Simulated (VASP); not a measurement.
Here is a VASP 6.6.1 calculation.

The input INCAR:

```
  PREC = Accurate
  ENCUT = 520
  EDIFF = 1E-8
  ISMEAR = -1
  SIGMA = 0.05
  LREAL = F
  LASPH = T
  NELM = 100
  ALGO = Normal
  ISIF = 2
  LWAVE = F
  LCHARG = F
  GGA = PE
  LEFG = T
  NBANDS = 17
```

KPOINTS

```
Automatic mesh
0
Gamma
  9 9 9
```

POSCAR

```
SnSe
1.0
    0.0000000000      3.0104337128      3.0104337128
    3.0104337128      0.0000000000      3.0104337128
    3.0104337128      3.0104337128      0.0000000000
Sn Se
1 1
Direct
    0.0000000000      0.0000000000      0.0000000000
    0.5000000000      0.5000000000      0.5000000000
```

Potentials or basis: VASP PAW PBE potentials, release 64 (Sn_d, Se).

Launch:

```console
$ cat potpaw_PBE.64/Sn_d/POTCAR potpaw_PBE.64/Se/POTCAR > POTCAR
$ mpirun -np 1 vasp_std > vasp.out
```

Q: What does it give for the pressure?

A: 1.0 GPa.

Caveat: without QUAD_EFG the Cq values of the log hold for a quadrupole moment of 1 mb, not for the nuclei.
